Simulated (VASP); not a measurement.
# CaB6 (Pm-3m) in VASP: further runs

The runs below take CaB6 through single point, relaxation of cell and atoms, with LDA.

All numbers are computed with VASP 6.6.1; they aren't measurements. Logs are shortened: lines on timing, memory, paths and dates and some standing lists are left out, and cuts for length are marked.

### Step 1. The cell of the first run

Symmetry: Pm-3m, No. 221, cubic system. The conventional cell has a = 4.089 Å, b = 4.089 Å, c = 4.089 Å, α = 90.00°, β = 90.00°, γ = 90.00°. Within 4.1 Å of Ca (site symmetry m-3m) lie 24 B at 3.01 Å and 6 Ca at 4.09 Å. Within 2.2 Å of B (site symmetry 4mm) lie 5 B at 1.65 to 1.72 Å.

### Step 2. Single point, LDA

Input file INCAR:

```
SYSTEM = CaB6
PREC     = Accurate       ! precision mode
ENCUT    = 520            ! plane-wave cutoff, eV
EDIFF    = 1E-6           ! SCF threshold, eV
ISMEAR   = 0              ! smearing method
SIGMA    = 0.01           ! smearing width, eV
LREAL    = .False.        ! projectors in reciprocal space
LASPH    = .True.         ! aspherical terms in the spheres
NELM     = 100            ! most SCF steps
ALGO     = Normal         ! electronic algorithm
ISIF     = 2              ! what is computed and relaxed
LWAVE    = .False.        ! write WAVECAR
LCHARG   = .False.        ! write CHGCAR
GGA      = CA             ! functional
NBANDS   = 23             ! bands
```

Input file KPOINTS:

```
regular mesh
0
Gamma
  8 8 8
  0 0 0
```

Input file POSCAR:

```
CaB6
1.0
    4.0889130407      0.0000000000      0.0000000000
    0.0000000000      4.0889130407      0.0000000000
    0.0000000000      0.0000000000      4.0889130407
Ca B
1 6
Direct
    0.5000000000      0.5000000000      0.5000000000
    0.0000000000      0.0000000000      0.2982672964
    0.0000000000      0.0000000000      0.7017327036
    0.2982672964      0.0000000000      0.0000000000
    0.7017327036      0.0000000000      0.0000000000
    0.0000000000      0.2982672964      0.0000000000
    0.0000000000      0.7017327036      0.0000000000
```

Potentials or basis: VASP PAW LDA potentials, release 64 (Ca_sv, B).

The run is started by

```bash
cat potpaw_LDA.64/Ca_sv/POTCAR potpaw_LDA.64/B/POTCAR > POTCAR
mpirun -np 1 vasp_std > vasp.out
```

OUTCAR:

```text
SYSTEM = CaB6
   PREC = Accurate
   ENCUT = 520
   EDIFF = 1E-6
   ISMEAR = 0
   LREAL = .False.
   LASPH = .True.
   NELM = 100
   ISIF = 2
   GGA = CA

 ion  position               nearest neighbor table
   1  0.500  0.500  0.500-
   2  0.000  0.000  0.298-   3 1.65   4 1.72   5 1.72   6 1.72   7 1.72
   3  0.000  0.000  0.702-   2 1.65   4 1.72   5 1.72   6 1.72   7 1.72
   4  0.298  0.000  0.000-   5 1.65   3 1.72   2 1.72   6 1.72   7 1.72
   5  0.702  0.000  0.000-   4 1.65   3 1.72   2 1.72   6 1.72   7 1.72
   6  0.000  0.298  0.000-   7 1.65   3 1.72   4 1.72   5 1.72   2 1.72
   7  0.000  0.702  0.000-   6 1.65   3 1.72   4 1.72   5 1.72   2 1.72

  LATTYP: Found a simple cubic cell.
 ALAT       =     4.0889130407

  Lattice vectors:

 A1 = (   4.0889130407,   0.0000000000,   0.0000000000)
 A2 = (   0.0000000000,   4.0889130407,   0.0000000000)
 A3 = (   0.0000000000,   0.0000000000,   4.0889130407)

Analysis of symmetry for initial positions (statically):
=====================================================================
 Subroutine PRICEL returns:
 Original cell was already a primitive cell.

 Routine SETGRP: Setting up the symmetry group for a
 simple cubic supercell.

 Subroutine GETGRP returns: Found 48 space group operations
 (whereof 48 operations were pure point group operations)
 out of a pool of 48 trial point group operations.

The static configuration has the point symmetry O_h .

Analysis of symmetry for dynamics (positions and initial velocities):
=====================================================================
 Subroutine PRICEL returns:
 Original cell was already a primitive cell.

 Routine SETGRP: Setting up the symmetry group for a
 simple cubic supercell.

 Subroutine GETGRP returns: Found 48 space group operations
 (whereof 48 operations were pure point group operations)
 out of a pool of 48 trial point group operations.

The dynamic configuration has the point symmetry O_h .

 Subroutine INISYM returns: Found 48 space group operations
 (whereof 48 operations are pure point group operations),
 and found     1 'primitive' translations

----------------------------------------------------------------------------------------

                                     Primitive cell

  volume of cell :      68.3634

  direct lattice vectors                    reciprocal lattice vectors
     4.088913041  0.000000000  0.000000000     0.244563773  0.000000000  0.000000000
     0.000000000  4.088913041  0.000000000     0.000000000  0.244563773  0.000000000
     0.000000000  0.000000000  4.088913041     0.000000000  0.000000000  0.244563773

  length of vectors
     4.088913041  4.088913041  4.088913041     0.244563773  0.244563773  0.244563773

  position of ions in fractional coordinates (direct lattice)
     0.500000000  0.500000000  0.500000000
     0.000000000  0.000000000  0.298267296
     0.000000000  0.000000000  0.701732704
     0.298267296  0.000000000  0.000000000
     0.701732704  0.000000000  0.000000000
     0.000000000  0.298267296  0.000000000
     0.000000000  0.701732704  0.000000000

  ion indices of the primitive-cell ions
   primitive index   ion index
                 1           1
                 2           2
                 3           3
                 4           4
                 5           5
                 6           6
                 7           7

----------------------------------------------------------------------------------------

 KPOINTS: regular mesh

Automatic generation of k-mesh.
 Grid dimensions read from file:
 generate k-points for:    8    8    8

 Generating k-lattice:

  Cartesian coordinates                     Fractional coordinates (reciprocal lattice)
     0.030570472  0.000000000  0.000000000     0.125000000  0.000000000  0.000000000
     0.000000000  0.030570472  0.000000000     0.000000000  0.125000000  0.000000000
     0.000000000  0.000000000  0.030570472     0.000000000  0.000000000  0.125000000

  Length of vectors
     0.030570472  0.030570472  0.030570472

  Shift w.r.t. Gamma in fractional coordinates (k-lattice)
     0.000000000  0.000000000  0.000000000

 Subroutine IBZKPT returns following result:
 ===========================================

 Found     35 irreducible k-points:

 Following reciprocal coordinates:
            Coordinates               Weight
  0.000000  0.000000  0.000000      1.000000
  0.125000  0.000000  0.000000      6.000000
  0.250000  0.000000  0.000000      6.000000
  0.375000  0.000000  0.000000      6.000000
  0.500000  0.000000  0.000000      3.000000
  0.125000  0.125000  0.000000     12.000000
[... 16 lines left out ...]
  0.375000  0.375000  0.125000     24.000000
  0.500000  0.375000  0.125000     24.000000
 [... further k-points ...]
   k-points           NKPTS =     35   k-points in BZ     NKDIM =     35   number of bands    NBANDS=     23
   number of dos      NEDOS =    301   number of ions     NIONS =      7
   total plane-waves  NPLWV =  27000
   dimension x,y,z NGX =    30 NGY =   30 NGZ =   30
   dimension x,y,z NGXF=    60 NGYF=   60 NGZF=   60
   ions per type =               1   6
   NGX,Y,Z   is equivalent  to a cutoff of  12.20, 12.20, 12.20 a.u.
   NGXF,Y,Z  is equivalent  to a cutoff of  24.39, 24.39, 24.39 a.u.
 SYSTEM =  CaB6
   PREC   = accura    normal or accurate (medium, high low for compatibility)
   ISTART =      0    job   : 0-new  1-cont  2-samecut
   ICHARG =      2    charge: 1-file 2-atom 10-const
   ISPIN  =      1    spin polarized calculation?
   LNONCOLLINEAR =      F non collinear calculations
   LSORBIT =      F    spin-orbit coupling
   LASPH  =      T    aspherical Exc in radial PAW
   ENCUT  =  520.0 eV  38.22 Ry    6.18 a.u.   7.60  7.60  7.60*2*pi/ulx,y,z
   NELM   =    100;   NELMIN=  2; NELMDL= -5     # of ELM steps
   EDIFF  = 0.1E-05   stopping-criterion for ELM
   LREAL  =      F    real-space projection
   EDIFFG = 0.1E-04   stopping-criterion for IOM
   NSW    =      0    number of steps for IOM
   IBRION =     -1    ionic relax: 0-MD 1-quasi-New 2-CG
   NFREE  =      0    steps in history (QN), initial steepest desc. (CG)
   ISIF   =      2    stress and relaxation
   ISYM   =      2    0-nonsym 1-usesym 2-fastsym
   POTIM  = 0.5000    time-step for ionic-motion
   TEBEG  =    0.0;   TEEND  =   0.0 temperature during run
   PSTRESS=    0.0 pullay stress
   NELECT =      28.0000    total number of electrons
   NUPDOWN=      -1.0000    fix difference up-down
   EMIN   =  10.00;   EMAX   =-10.00  energy-range for DOS
   EFERMI =   0.00;   METHOD = LEGACY
   ISMEAR =     0;   SIGMA  =   0.01  broadening in eV -4-tet -1-fermi 0-gaus
   EFERMI_NEDOS =   21; number of points for ismear=-14 and -15
   IALGO  =     38    algorithm
   IMIX   =      4    mixing-type and parameters
     AMIX     =   0.40;   BMIX     =  1.00
     AMIX_MAG =   1.60;   BMIX_MAG =  1.00
  volume/ion in A,a.u.               =       9.77        65.91
  Fermi-wavevector in a.u.,A,eV,Ry     =   1.215774  2.297480 20.110869  1.478107
  Thomas-Fermi vector in A             =   2.351150
   LORBIT       =      0    0 simple, 1 ext, 2 COOP (PROOUT), +10 PAW based schemes
   GGA     = CA    functional components
   LHFCALC =     F    Hartree Fock is set to
   AEXX    =    0.0000 exact exchange contribution
   IVDW    =     0    specifies the selected vdW correction
   LEPSILON=     F    determine dielectric tensor
   LRPA    =     F    only Hartree local field effects (RPA)
 non-spin polarized calculation
 Gauss-broadening in eV      SIGMA  =   0.01
  energy-cutoff  :      520.00
  volume of cell :       68.36
 maximum number of plane-waves:      1856
   NGX = 15   NGY = 15   NGZ = 15

 number of electron      28.0000006 magnetization

 Free energy of the ion-electron system (eV)
  ---------------------------------------------------
  ext. energy  EPLUGINS =         0.00000000
  ---------------------------------------------------
  free energy    TOTEN  =       -49.84303385 eV

  energy without entropy =      -49.84302052  energy(sigma->0) =      -49.84302719

 E-fermi :   4.9007     XC(G=0): -10.9886

 val. band max:        4.8855725175   @ k =   0.3750   0.0000   0.0000
 cond. band min:       4.9158685065   @ k =   0.3750   0.0000   0.0000
 fundamental gap:      0.0302959891
 Fermi energy:         4.9007205119

 k-point     1 :       0.0000    0.0000    0.0000
  band No.  band energies     occupation
      1     -35.6048      2.00000
      2     -16.8991      2.00000
      3     -16.8991      2.00000
      4     -16.8991      2.00000
      5      -9.6751      2.00000
      6      -2.1808      2.00000
[... 15 lines left out ...]
     22       9.7048      0.00000
     23      10.9316      0.00000

 k-point     2 :       0.1250    0.0000    0.0000
  band No.  band energies     occupation
      1     -35.6043      2.00000
      2     -16.9105      2.00000
      3     -16.8978      2.00000
      4     -16.8978      2.00000
      5      -9.6223      2.00000
      6      -2.8598      2.00000
[... 15 lines left out ...]
     22       9.5570      0.00000
     23      10.4452      0.00000

 k-point     3 :       0.2500    0.0000    0.0000
  band No.  band energies     occupation
      1     -35.6032      2.00000
      2     -16.9376      2.00000
      3     -16.8947      2.00000
      4     -16.8947      2.00000
      5      -9.4862      2.00000
      6      -3.7516      2.00000
[... 15 lines left out ...]
     22      10.0357      0.00000
     23      10.4578      0.00000
[... 495 lines left out ...]
 k-point    23 :       0.3750    0.3750    0.1250
  band No.  band energies     occupation
      1     -35.5989      2.00000
      2     -16.9504      2.00000
      3     -16.9483      2.00000
      4     -16.8941      2.00000
      5      -9.1032      2.00000
      6      -3.8301      2.00000
[... 15 lines left out ...]
     22      11.9828      0.00000
     23      12.5269      0.00000

 k-point    24 :       0.5000    0.3750    0.1250
  band No.  band energies     occupation
      1     -35.5984      2.00000
      2     -16.9594      2.00000
      3     -16.9472      2.00000
      4     -16.8928      2.00000
      5      -9.0648      2.00000
      6      -3.9494      2.00000
[... 15 lines left out ...]
     22      11.8853      0.00000
     23      13.1755      0.00000

 [... further k-points ...]

------------------------ aborting loop because EDIFF is reached ----------------------------------------

  FORCE on cell =-STRESS in cart. coord.  units (eV):
  Direction    XX          YY          ZZ          XY          YZ          ZX
  --------------------------------------------------------------------------------------
  -------------------------------------------------------------------------------------
  Total        0.1202641      0.1202641      0.1202641      0.0000000     -0.0000000      0.0000000
  in kB        2.8185331      2.8185331      2.8185331      0.0000000     -0.0000000      0.0000000
  external PRESSURE =       2.8185331 kB  Pullay stress =       0.0000000 kB

 VOLUME and BASIS-vectors are now :
 -----------------------------------------------------------------------------
  energy-cutoff  :      520.00
  volume of cell :       68.36
      direct lattice vectors                 reciprocal lattice vectors
     4.088913041  0.000000000  0.000000000     0.244563773  0.000000000  0.000000000
     0.000000000  4.088913041  0.000000000     0.000000000  0.244563773  0.000000000
     0.000000000  0.000000000  4.088913041     0.000000000  0.000000000  0.244563773

 POSITION                                       TOTAL-FORCE (eV/Angst)
 -----------------------------------------------------------------------------------
      2.04446      2.04446      2.04446         0.000000      0.000000      0.000000
      0.00000      0.00000      1.21959         0.000000      0.000000      0.022021
      0.00000      0.00000      2.86932        -0.000000      0.000000     -0.022021
      1.21959      0.00000      0.00000         0.022021      0.000000      0.000000
      2.86932      0.00000      0.00000        -0.022021      0.000000      0.000000
      0.00000      1.21959      0.00000         0.000000      0.022021      0.000000
      0.00000      2.86932      0.00000        -0.000000     -0.022021      0.000000
 -----------------------------------------------------------------------------------
    total drift:                                0.000000      0.000000      0.000000

  FREE ENERGIE OF THE ION-ELECTRON SYSTEM (eV)
  ---------------------------------------------------
  free  energy   TOTEN  =       -49.8430338526 eV

  energy  without entropy=      -49.8430205236  energy(sigma->0) =      -49.84302719
```

Run time: 61 s. Hardware: 1 thread of AMD EPYC 7R43 (Zen 3), shared host; peak memory 0.14 GiB.

Results:

- Free energy: -49.8430 eV
- Pressure: 0.3 GPa
- Largest force: 0.022 eV/Å
- Band gap on the k mesh: 0.03 eV

Forces on the atoms (eV/Å):
```
Ca   0.000  0.000  0.000
B    0.000  0.000  0.022
B    0.000  0.000 -0.022
B    0.022  0.000  0.000
B   -0.022  0.000  0.000
B    0.000  0.022  0.000
B    0.000 -0.022  0.000
```

Levels at points of the mesh, in eV from the valence-band top:
```
           k point  band 11  band 12  band 13  band 14  band 15  band 16  band 17  band 18
(0.00, 0.00, 0.00)    -5.22    -0.35    -0.35    -0.35     2.88     2.88     2.88     3.34
(0.50, 0.00, 0.00)    -2.44    -2.44    -1.80    -0.24     0.07     3.25     3.25     3.81
(0.50, 0.50, 0.00)    -2.80    -2.80    -1.48    -1.48     3.13     3.13     4.05     4.41
(0.50, 0.50, 0.50)    -4.47    -1.10    -1.10    -1.10     4.27     4.80     4.80     4.96
```

A k mesh can miss the band edges.

### Step 3. Relaxation of cell and atoms, LDA

This run uses another cell than the first one, of 10.19 Å³/atom.

Input file INCAR:

```
SYSTEM = CaB6
PREC = Accurate
ENCUT = 600
EDIFF = 1E-6
ISMEAR = 0
SIGMA = 0.01
LREAL = .False.
LASPH = .True.
NELM = 100
ALGO = Normal
ISIF = 3
LWAVE = .False.
LCHARG = .False.
GGA = CA
IBRION = 2
NSW = 70
EDIFFG = -0.005
```

KPOINTS is that of step 2.

Input file POSCAR:

```
CaB6
1.0
    4.1477323187      0.0000000000      0.0000000000
    0.0000000000      4.1477323187      0.0000000000
    0.0000000000      0.0000000000      4.1477323187
Ca B
1 6
Direct
    0.5000000000      0.5000000000      0.5000000000
    0.0000000000      0.0000000000      0.2982058814
    0.0000000000      0.0000000000      0.7017941186
    0.2982058814      0.0000000000      0.0000000000
    0.7017941186      0.0000000000      0.0000000000
    0.0000000000      0.2982058814      0.0000000000
    0.0000000000      0.7017941186      0.0000000000
```

Potentials or basis: VASP PAW LDA potentials, release 64 (Ca_sv, B).

The run is started by

```bash
cat potpaw_LDA.64/Ca_sv/POTCAR potpaw_LDA.64/B/POTCAR > POTCAR
mpirun -np 1 vasp_std > vasp.out
```

Wall time 5.3 min (1 thread of AMD EPYC 7R43 (Zen 3), shared host); peak memory 0.17 GiB.

The run converged. Its results:

- Free energy: -49.8497 eV
- Relaxed volume: 9.78 Å³/atom
- Relaxed cell: a = 4.091 Å, b = 4.091 Å, c = 4.091 Å, α = 90.00°, β = 90.00°, γ = 90.00°
- Space group after relaxing (to 0.1 Å): Pm-3m (No. 221)
- Energy gained by relaxing: 8.4 meV/atom
- Ionic steps: 6
- Pressure after relaxing: 0.0 GPa
- Band gap on the k mesh: 0.03 eV

Forces on the atoms (eV/Å):
```
Ca   0.000  0.000  0.000
B    0.000  0.000 -0.003
B    0.000  0.000  0.003
B   -0.003  0.000  0.000
B    0.003  0.000  0.000
B    0.000 -0.003  0.000
B    0.000  0.003  0.000
```

The path:
| step | energy change (eV) | largest force (eV/Å) | pressure (GPa) | volume (Å³) |
| --- | --- | --- | --- | --- |
| 1 | 0.0000 | 0.1729 | -6.35 | 71.36 |
| 2 | -0.0259 | 0.7288 | 3.78 | 67.27 |
| 3 | -0.0524 | 0.3309 | -0.67 | 68.92 |
| 4 | -0.0469 | 0.4574 | 0.97 | 67.85 |
| 5 | -0.0586 | 0.0195 | 0.01 | 68.46 |
| 6 | -0.0586 | 0.0029 | -0.02 | 68.48 |

Final structure:
```cif
data_structure
_symmetry_space_group_name_H-M 'P 1'
_symmetry_Int_Tables_number 1
_cell_length_a 4.0913
_cell_length_b 4.0913
_cell_length_c 4.0913
_cell_angle_alpha 90.000
_cell_angle_beta 90.000
_cell_angle_gamma 90.000
_cell_volume 68.48
loop_
_atom_site_label
_atom_site_type_symbol
_atom_site_fract_x
_atom_site_fract_y
_atom_site_fract_z
_atom_site_occupancy
Ca1 Ca 0.50000 0.50000 0.50000 1
B1 B 0.00000 0.00000 0.29833 1
B2 B 0.00000 0.00000 0.70167 1
B3 B 0.29833 0.00000 0.00000 1
B4 B 0.70167 0.00000 0.00000 1
B5 B 0.00000 0.29833 0.00000 1
B6 B 0.00000 0.70167 0.00000 1
```

Levels at points of the mesh, in eV from the valence-band top:
```tsv
k point	band 12	band 13	band 14	band 15	band 16	band 17
(0.00, 0.00, 0.00)	-0.35	-0.35	-0.35	2.87	2.87	2.87
(0.50, 0.00, 0.00)	-2.44	-1.80	-0.24	0.07	3.24	3.24
(0.50, 0.50, 0.00)	-2.80	-1.49	-1.49	3.12	3.12	4.04
(0.50, 0.50, 0.50)	-1.10	-1.10	-1.10	4.26	4.79	4.79
```

A k mesh can miss the band edges. Zero-point motion and thermal expansion aren't in these numbers.
